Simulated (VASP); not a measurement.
# Be3N2 (P1) in VASP: notebook, part 2 of 2

VASP 6.6.1. The steps go on from the part before.

## 6. Single point, LDA (all Be atoms moved +0.087 Å, as atom 1 along Cartesian [1 1 1])

Input file INCAR:

```
  PREC = Accurate
  ENCUT = 520
  EDIFF = 1E-7
  ISMEAR = 0
  SIGMA = 0.05
  LREAL = False
  LASPH = True
  NELM = 60
  ALGO = Normal
  ISIF = 2
  LWAVE = False
  LCHARG = False
  GGA = CA
  NBANDS = 16
```

Input file KPOINTS:

```
Automatic mesh
0
Gamma
  9 9 6
```

Input file POSCAR:

```
Be3N2
1.0
    2.8177777140      0.0000000000      0.0000000000
   -1.4088888570      2.4402670826      0.0000000000
    0.0000000000      0.0000000000      4.6670220000
Be N
3 2
Direct
    0.0282793120      0.0207018932      0.0108244933
    0.6949459787      0.3540352265      0.6604574933
    0.3616126454      0.6873685599      0.3611914933
    0.3333333333      0.6666666667      0.7470580000
    0.6666666667      0.3333333333      0.2529420000
```

Potentials or basis: VASP PAW LDA potentials, release 64 (Be, N).

Run with:

```bash
$ cat potpaw_LDA.64/Be/POTCAR potpaw_LDA.64/N/POTCAR > POTCAR
$ mpirun -np 1 vasp_std > vasp.out
```

OUTCAR:

```text
PREC = Accurate
   ENCUT = 520
   EDIFF = 1E-7
   ISMEAR = 0
   LREAL = False
   LASPH = True
   NELM = 60
   ISIF = 2
   GGA = CA

 ion  position               nearest neighbor table
   1  0.028  0.021  0.011-   5 1.92   5 2.00   4 2.00   5 2.02   4 2.03   3 2.31   2 2.31   2 2.31
                             3 2.31   2 2.31   3 2.31
   2  0.695  0.354  0.660-   4 1.61   4 1.70   4 1.73   5 1.90   3 2.14   3 2.14   3 2.14   1 2.31
                             1 2.31   1 2.31
   3  0.362  0.687  0.361-   5 1.66   5 1.69   5 1.77   4 1.80   2 2.14   2 2.14   2 2.14   1 2.31
                             1 2.31   1 2.31
   4  0.333  0.667  0.747-   2 1.61   2 1.70   2 1.73   3 1.80   1 2.00   1 2.03
   5  0.667  0.333  0.253-   3 1.66   3 1.69   3 1.77   2 1.90   1 1.92   1 2.00   1 2.02

  LATTYP: Found a hexagonal cell.
 ALAT       =     2.8177777140
 C/A-ratio  =     1.6562775611

  Lattice vectors:

 A1 = (   2.8177777140,   0.0000000000,   0.0000000000)
 A2 = (  -1.4088888570,   2.4402670826,   0.0000000000)
 A3 = (   0.0000000000,   0.0000000000,   4.6670220000)

Analysis of symmetry for initial positions (statically):
=====================================================================
 Subroutine PRICEL returns:
 Original cell was already a primitive cell.

 Routine SETGRP: Setting up the symmetry group for a
 hexagonal supercell.

 Subroutine GETGRP returns: Found  1 space group operations
 (whereof  1 operations were pure point group operations)
 out of a pool of 24 trial point group operations.

The static configuration has the point symmetry C_1 .

Analysis of symmetry for dynamics (positions and initial velocities):
=====================================================================
 Subroutine PRICEL returns:
 Original cell was already a primitive cell.

 Routine SETGRP: Setting up the symmetry group for a
 hexagonal supercell.

 Subroutine GETGRP returns: Found  1 space group operations
 (whereof  1 operations were pure point group operations)
 out of a pool of 24 trial point group operations.

The dynamic configuration has the point symmetry C_1 .

 Subroutine INISYM returns: Found  1 space group operations
 (whereof  1 operations are pure point group operations),
 and found     1 'primitive' translations

----------------------------------------------------------------------------------------

                                     Primitive cell

  volume of cell :      32.0911

  direct lattice vectors                    reciprocal lattice vectors
     2.817777714  0.000000000  0.000000000     0.354889598  0.204895605  0.000000000
    -1.408888857  2.440267083  0.000000000     0.000000000  0.409791210  0.000000000
     0.000000000  0.000000000  4.667022000     0.000000000  0.000000000  0.214269399

  length of vectors
     2.817777714  2.817777714  4.667022000     0.409791210  0.409791210  0.214269399

  position of ions in fractional coordinates (direct lattice)
     0.028279312  0.020701893  0.010824493
     0.694945979  0.354035227  0.660457493
     0.361612645  0.687368560  0.361191493
     0.333333333  0.666666667  0.747058000
     0.666666667  0.333333333  0.252942000

  ion indices of the primitive-cell ions
   primitive index   ion index
                 1           1
                 2           2
                 3           3
                 4           4
                 5           5

[... 53 lines left out ...]
   k-points           NKPTS =    244   k-points in BZ     NKDIM =    244   number of bands    NBANDS=     16
   number of dos      NEDOS =    301   number of ions     NIONS =      5
   total plane-waves  NPLWV =  20736
   dimension x,y,z NGX =    24 NGY =   24 NGZ =   36
   dimension x,y,z NGXF=    48 NGYF=   48 NGZF=   72
   ions per type =               3   2
   NGX,Y,Z   is equivalent  to a cutoff of  14.16, 14.16, 12.82 a.u.
   NGXF,Y,Z  is equivalent  to a cutoff of  28.32, 28.32, 25.65 a.u.
 SYSTEM =  unknown system
   PREC   = accura    normal or accurate (medium, high low for compatibility)
   ISTART =      0    job   : 0-new  1-cont  2-samecut
   ICHARG =      2    charge: 1-file 2-atom 10-const
   ISPIN  =      1    spin polarized calculation?
   LNONCOLLINEAR =      F non collinear calculations
   LSORBIT =      F    spin-orbit coupling
   LASPH  =      T    aspherical Exc in radial PAW
   ENCUT  =  520.0 eV  38.22 Ry    6.18 a.u.   5.24  5.24  8.68*2*pi/ulx,y,z
   NELM   =     60;   NELMIN=  2; NELMDL= -5     # of ELM steps
   EDIFF  = 0.1E-06   stopping-criterion for ELM
   LREAL  =      F    real-space projection
   EDIFFG = 0.1E-05   stopping-criterion for IOM
   NSW    =      0    number of steps for IOM
   IBRION =     -1    ionic relax: 0-MD 1-quasi-New 2-CG
   NFREE  =      0    steps in history (QN), initial steepest desc. (CG)
   ISIF   =      2    stress and relaxation
   ISYM   =      2    0-nonsym 1-usesym 2-fastsym
   POTIM  = 0.5000    time-step for ionic-motion
   TEBEG  =    0.0;   TEEND  =   0.0 temperature during run
   PSTRESS=    0.0 pullay stress
   NELECT =      16.0000    total number of electrons
   NUPDOWN=      -1.0000    fix difference up-down
   EMIN   =  10.00;   EMAX   =-10.00  energy-range for DOS
   EFERMI =   0.00;   METHOD = LEGACY
   ISMEAR =     0;   SIGMA  =   0.05  broadening in eV -4-tet -1-fermi 0-gaus
   EFERMI_NEDOS =   21; number of points for ismear=-14 and -15
   IALGO  =     38    algorithm
   IMIX   =      4    mixing-type and parameters
     AMIX     =   0.40;   BMIX     =  1.00
     AMIX_MAG =   1.60;   BMIX_MAG =  1.00
  volume/ion in A,a.u.               =       6.42        43.31
  Fermi-wavevector in a.u.,A,eV,Ry     =   1.298136  2.453121 22.927952  1.685157
  Thomas-Fermi vector in A             =   2.429484
   LORBIT       =      0    0 simple, 1 ext, 2 COOP (PROOUT), +10 PAW based schemes
   GGA     = CA    functional components
   LHFCALC =     F    Hartree Fock is set to
   AEXX    =    0.0000 exact exchange contribution
   IVDW    =     0    specifies the selected vdW correction
   LEPSILON=     F    determine dielectric tensor
   LRPA    =     F    only Hartree local field effects (RPA)
 non-spin polarized calculation
 Gauss-broadening in eV      SIGMA  =   0.05
  energy-cutoff  :      520.00
  volume of cell :       32.09
 maximum number of plane-waves:       882
 NGX is ok and might be reduce to    24
   NGX = 11   NGY = 11   NGZ = 17

 number of electron      15.9999998 magnetization

 Free energy of the ion-electron system (eV)
  ---------------------------------------------------
  ext. energy  EPLUGINS =         0.00000000
  ---------------------------------------------------
  free energy    TOTEN  =       -35.89572633 eV

  energy without entropy =      -35.89572633  energy(sigma->0) =      -35.89572633

 E-fermi :   7.0283     XC(G=0): -11.9303

 val. band max:        6.7483031415   @ k =  -0.1111   0.1111   0.0000
 cond. band min:      10.9679935395   @ k =   0.4444  -0.4444   0.3333
 fundamental gap:      4.2196903981
 Fermi energy:         7.0283221886

 k-point     1 :       0.0000    0.0000    0.0000
  band No.  band energies     occupation
      1     -10.1381      2.00000
      2      -7.5324      2.00000
      3      -1.4691      2.00000
      4       5.1975      2.00000
      5       5.2833      2.00000
      6       6.4369      2.00000
[... 433 lines left out ...]
      3       0.1067      2.00000
      4       0.5609      2.00000
      5       1.6567      2.00000
      6       2.9151      2.00000
[... 8 lines left out ...]
     15      19.6584      0.00000
     16      20.7109      0.00000

 [... further k-points ...]

------------------------ aborting loop because EDIFF is reached ----------------------------------------

  FORCE on cell =-STRESS in cart. coord.  units (eV):
  Direction    XX          YY          ZZ          XY          YZ          ZX
  --------------------------------------------------------------------------------------
  -------------------------------------------------------------------------------------
  Total       -1.5906449     -1.7768007     -1.6493288      0.2307858      0.0627819      0.1616561
  in kB      -79.4145158    -88.7085256    -82.3443631     11.5222097      3.1344502      8.0708405
  external PRESSURE =     -83.4891348 kB  Pullay stress =       0.0000000 kB

 VOLUME and BASIS-vectors are now :
 -----------------------------------------------------------------------------
  energy-cutoff  :      520.00
  volume of cell :       32.09
      direct lattice vectors                 reciprocal lattice vectors
     2.817777714  0.000000000  0.000000000     0.354889598  0.204895605  0.000000000
    -1.408888857  2.440267083  0.000000000     0.000000000  0.409791210  0.000000000
     0.000000000  0.000000000  4.667022000     0.000000000  0.000000000  0.214269399

 POSITION                                       TOTAL-FORCE (eV/Angst)
 -----------------------------------------------------------------------------------
      0.05052      0.05052      0.05052         0.128753      0.133771      0.156625
      1.45941      0.86394      3.08237        -0.777800     -0.664723     -0.189306
      0.05052      1.67736      1.68569        -0.463997     -0.556310     -0.175969
     -0.00000      1.62684      3.48654         0.708450      0.598922      0.065860
      1.40889      0.81342      1.18049         0.404594      0.488340      0.142789
 -----------------------------------------------------------------------------------
    total drift:                                0.000088      0.000079      0.000095

  FREE ENERGIE OF THE ION-ELECTRON SYSTEM (eV)
  ---------------------------------------------------
  free  energy   TOTEN  =       -35.8957263263 eV

  energy  without entropy=      -35.8957263263  energy(sigma->0) =      -35.89572633
```

OSZICAR:

```text
N       E                     dE             d eps       ncg     rms          rms(c)
DAV:   1     0.334607593528E+02    0.33461E+02   -0.79894E+03  7816   0.938E+02
DAV:   2    -0.360976090504E+02   -0.69558E+02   -0.63827E+02 10736   0.189E+02
DAV:   3    -0.386974881681E+02   -0.25999E+01   -0.25888E+01 10824   0.359E+01
DAV:   4    -0.387063186425E+02   -0.88305E-02   -0.88296E-02  8608   0.236E+00
DAV:   5    -0.387063548159E+02   -0.36173E-04   -0.36173E-04 10592   0.139E-01    0.909E+00
DAV:   6    -0.360244110543E+02    0.26819E+01   -0.47657E+00 10336   0.169E+01    0.324E+00
DAV:   7    -0.359398810946E+02    0.84530E-01   -0.34923E-01  9856   0.409E+00    0.229E+00
DAV:   8    -0.358998831181E+02    0.39998E-01   -0.72616E-02 10168   0.211E+00    0.485E-01
DAV:   9    -0.358957798721E+02    0.41032E-02   -0.12717E-02 10088   0.872E-01    0.123E-01
DAV:  10    -0.358957298804E+02    0.49992E-04   -0.46981E-04  9352   0.185E-01    0.504E-02
DAV:  11    -0.358957290881E+02    0.79230E-06   -0.25456E-05  9816   0.381E-02    0.256E-02
DAV:  12    -0.358957263075E+02    0.27807E-05   -0.87915E-06 11000   0.209E-02    0.296E-03
DAV:  13    -0.358957263263E+02   -0.18877E-07   -0.19281E-07  7872   0.376E-03
   1 F= -.35895726E+02 E0= -.35895726E+02  d E =-.479437E-17
```

stdout:

```text
POSCAR found type information on POSCAR BeN
 POSCAR found :  2 types and       5 ions
 scaLAPACK will be used
 LDA part: xc-table for (Slater(with rela. corr.)+CA(PZ))
 , standard interpolation
 POSCAR, INCAR and KPOINTS ok, starting setup
 FFT: planning ... GRIDC
 FFT: planning ... GRID_SOFT
 FFT: planning ... GRID
 WAVECAR not read
 entering main loop
```

It took 46 s on 1 thread of AMD EPYC 9R45 (Zen 5), shared host; peak memory 0.18 GiB.

What came out:

```yaml
Free_energy: -35.8957 eV
Pressure: -8.3 GPa
Largest_force: 1.041 eV/Å
Band_gap_on_the_k_mesh: 4.22 eV (least direct gap 5.90 eV)
```

Forces on the atoms (eV/Å):
```
Be   0.129  0.134  0.157
Be  -0.778 -0.665 -0.189
Be  -0.464 -0.556 -0.176
N    0.708  0.599  0.066
N    0.405  0.488  0.143
```

Stress tensor (GPa, compression positive):
```
-7.94  1.15  0.81
 1.15 -8.87  0.31
 0.81  0.31 -8.23
```

Levels at points of the mesh, in eV from the valence-band top:
```csv
k point,band 5,band 6,band 7,band 8,band 9,band 10,band 11,band 12
"(0.00, 0.00, 0.00)",-1.47,-0.31,-0.30,-0.04,6.45,7.15,8.21,8.22
"(0.00, 0.00, 0.50)",-1.36,-1.25,-0.49,-0.47,6.67,7.81,7.85,8.91
```

Caveat: the cell differs from its parent crystal (all Be atoms moved +0.087 Å, as atom 1 along Cartesian [1 1 1]); the cell stands under tension; forces of over 1 eV/Å act on the atoms, so gaps and moduli don't describe the material at rest.

## 7. The runs side by side

| cell | gap on the mesh (eV) | pressure (GPa) | largest force (eV/Å) |
| --- | --- | --- | --- |
| as given, atomic positions A | 4.22 | -8.0 | 1.22 |
| as given, atomic positions B | 4.22 | -8.6 | 0.87 |
| as given, atomic positions C | 4.23 | -9.1 | 0.55 |
| as given, atomic positions D | 4.23 | -9.4 | 0.26 |
| as given, atomic positions E | 4.22 | -8.3 | 1.04 |

Alike in all rows: task single point; level LDA; potentials or basis VASP PAW LDA potentials, release 64 (Be, N); no spin polarisation; k mesh 9 × 9 × 6; cutoff (eV) 520; smearing gaussian 0.05 eV.

Caveats: the cell stands under tension; forces of over 1 eV/Å act on the atoms, so gaps and moduli don't describe the material at rest (at least some runs).

Total energies depend on the potentials used, so only differences within one code and one set of settings carry meaning.
